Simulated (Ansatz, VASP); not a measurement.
# One calculation of Al, two programs

File INCAR:

```
SYSTEM = Al
PREC = Accurate ; ENCUT = 520
EDIFF = 1E-6 ; ISMEAR = 0
SIGMA = 0.15 ; LREAL = .FALSE.
LASPH = .TRUE. ; NELM = 80
ALGO = Fast ; ISIF = 2
LWAVE = .FALSE. ; LCHARG = .FALSE.
GGA = PE ; NBANDS = 10
```

File KPOINTS:

```
Automatic mesh
0
G
  20 20 12
  0 0 0
```

The input POSCAR:

```
Al
1.0
   -1.5743227167      1.5743227167      1.6175102401
    1.5743227167     -1.5743227167      1.6175102401
    3.1486454333      3.1486454333      0.0000000000
Al
2
Direct
    0.0586228248     -0.0586228248      0.0000000000
    0.4413771752      0.5586228248      0.5000000000
```

Input for Ansatz:

```yaml
crystal:
  lattice:
    - [-1.5743227167, 1.5743227167, 1.6175102401]
    - [1.5743227167, -1.5743227167, 1.6175102401]
    - [3.1486454333, 3.1486454333, 0.0]
  atoms:
    - { symbol: Al, position: [0.0586228248, -0.0586228248, 0.0] }
    - { symbol: Al, position: [0.4413771752, 0.5586228248, 0.5] }
basis:
  ecutwfc: 420
kpoints:
  mp_grid: { grid: [20, 20, 12] }
hamiltonian:
  xc: pbe
scf:
  occupations: { method: gaussian, width: 0.15 }
output:
  forces: true
  stress: true
  eigenvalues: true
  write_density: true
  write_potential: true
  elf: true
  volumetric_format: npy
```

Change from the starting cell: mode 1 frozen in at -0.268 Å, equal normal strain along x and y -0.0267.

Alike in both runs: task single point; functional PBE; k mesh 20 × 20 × 12; occupations gaussian, width 0.15 eV; no spin polarisation.

|  | VASP | Ansatz |
| --- | --- | --- |
| version | VASP 6.6.1 | Ansatz 0.2.0 |
| potentials or method | VASP PAW PBE potentials, release 64 (Al), cutoff 520 eV | scalar-relativistic, plane waves, PAW |
| valence electrons in the cell | 6 | 6 |

|  | VASP | Ansatz | Ansatz less VASP |
| --- | --- | --- | --- |
| gap on the k mesh at the Fermi level (eV) | none | none | - |
| pressure (GPa) | 4.6 | 4.6 | +0.02 |
| traceless stress, the component that is largest in VASP (GPa) | -1.33 | -1.35 | -0.019 |
| rms of the force components (eV/Å) | 0.009 | 0.008 | -0.0007 |

Atom by atom the forces differ by 0.001 eV/Å (rms over components). A gap of «none» marks a metal or a gap that the smearing closes. The functional is the same, so the differences come from potentials, cutoffs and numerics.
